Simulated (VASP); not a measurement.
Write the native input for VASP 6.6.1 that does the following.

```yaml
Task: single point
Functional: LDA
Potentials_or_basis: VASP PAW LDA potentials, release 64 (Cs_sv, Cd, Cl)
Cutoff: 520 eV
k_mesh: 6 × 6 × 6
Occupations: gaussian, width 0.05 eV
Spin: no spin polarisation
Dipole_correction: no
Further_INCAR_settings: ALGO = Normal; EDIFF = 1e-06; NBANDS = 29
```

The structure of CsCdCl3 lies in POSCAR:

```
CsCdCl3
1.0
    5.2000000000      0.0000000000      0.0000000000
    0.0000000000      5.2000000000      0.0000000000
    0.0000000000      0.0000000000      5.1220000000
Cs Cd Cl
1 1 3
Direct
    0.0000000000      0.0000000000      0.0000000000
    0.5000000000      0.5000000000      0.5000000000
    0.0000000000      0.5000000000      0.5000000000
    0.5000000000      0.0000000000      0.5000000000
    0.5000000000      0.5000000000      0.0000000000
```

This cell differs from its parent crystal: strain +0.000 along x and y, -0.015 along z.

These files were run (other wordings do the same):

INCAR

```
SYSTEM = CsCdCl3
  ALGO = Normal
  EDIFF = 1E-6
  ENCUT = 520
  ISIF = 2
  ISMEAR = 0
  LASPH = .True.
  LCHARG = .False.
  LREAL = .False.
  LWAVE = .False.
  NBANDS = 29
  NELM = 60
  PREC = Accurate
  SIGMA = 0.05
```

KPOINTS

```
k-points
0
Gamma
  6 6 6
  0 0 0
```

Potentials or basis: VASP PAW LDA potentials, release 64 (Cs_sv, Cd, Cl).

Run with:

```console
$ cat potpaw_LDA.64/Cs_sv/POTCAR potpaw_LDA.64/Cd/POTCAR potpaw_LDA.64/Cl/POTCAR > POTCAR
$ mpirun -np 1 vasp_std > vasp.out
```

Results of the run:

| Property | Result |
| --- | --- |
| Pressure | -1.1 GPa |
| Band gap on the k mesh | 1.53 eV (least direct gap 2.19 eV) |

Caveat: the cell differs from its parent crystal (strain +0.000 along x and y, -0.015 along z); spin-orbit coupling is left out, which moves the levels of the heavy elements.

Wall time 100 s on 1 thread of Intel(R) Xeon(R) Platinum 8488C (Sapphire Rapids), with other jobs on the host, peak memory 0.29 GiB.
